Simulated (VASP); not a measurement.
ZrB2: single point with PBE

Crystal: ZrB2.

```
CELL_PARAMETERS angstrom
3.15106 0.00000 0.00000
-1.57553 2.72890 0.00000
0.00000 0.00000 3.51570
ATOMIC_POSITIONS crystal
Zr 0.00000 0.00000 0.00000
B 0.33333 0.66667 0.50000
B 0.66667 0.33333 0.50000
```

```
Program             : VASP 6.6.1
Task                : single point
Functional          : PBE
Potentials or basis : VASP PAW PBE potentials, release 64 (Zr_sv, B)
Cutoff              : 500 eV
k mesh              : 7 × 7 × 6
Occupations         : fermi-dirac, width 0.05 eV
Spin                : no spin polarisation
```

* Pressure: 5.2 GPa
* Band gap on the k mesh: zero (band 9 reaches 11.50 eV, above the bottom of band 10 at 10.52 eV)

Stress tensor (GPa, compression positive):
```
5.36 0.00 0.00
0.00 5.36 0.00
0.00 0.00 4.96
```

Levels at points of the mesh, in eV from the Fermi level:
```
           k point  band 7  band 8  band 9  band 10  band 11  band 12
(0.00, 0.00, 0.00)   -2.46   -2.42   -2.15     3.68     3.68     4.45
(0.00, 0.00, 0.50)   -0.77   -0.77    0.55     0.55     1.00     1.00
```

Wall time 7.1 s on 1 thread of Intel(R) Xeon(R) 6975P-C (Granite Rapids) (shared host), peak memory 0.14 GiB.
